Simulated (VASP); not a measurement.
Cs3Pt, 4 atoms in the cell. The structure is cubic, space group Pm-3m (No. 221). Conventional cell: a = 5.219 Å, b = 5.219 Å, c = 5.219 Å, α = 90.00°, β = 90.00°, γ = 90.00°. Cs (site symmetry 4/mmm) has 8 Cs at 3.69 Å and 4 Pt at 3.69 Å within 4.8 Å. Within 4.8 Å of Pt (site symmetry m-3m) lie 12 Cs at 3.69 Å. 

```yaml
Program: VASP 6.6.1
Task: single point
Functional: LDA
Potentials_or_basis: VASP PAW LDA potentials, release 64 (Cs_sv, Pt)
Cutoff: 520 eV
k_mesh: 4 × 4 × 4
Occupations: methfessel-paxton, width 0.05 eV
Spin: no spin polarisation
Dipole_correction: no
Further_INCAR_settings: ALGO = Normal; EDIFF = 1e-07; NBANDS = 26
```

Potentials or basis: VASP PAW LDA potentials, release 64 (Cs_sv, Pt).

Run with:

```bash
$ cat potpaw_LDA.64/Cs_sv/POTCAR potpaw_LDA.64/Pt/POTCAR > POTCAR
$ mpirun -np 1 vasp_std > vasp.out
```

Hardware: 1 thread of Intel Xeon 8259CL (shared host).

Q: How long does it take, and how much memory?

A: It took 52 s on 1 thread of Intel Xeon 8259CL (shared host), peak memory 0.21 GiB. Counts: scf iterations 13, k points 10.
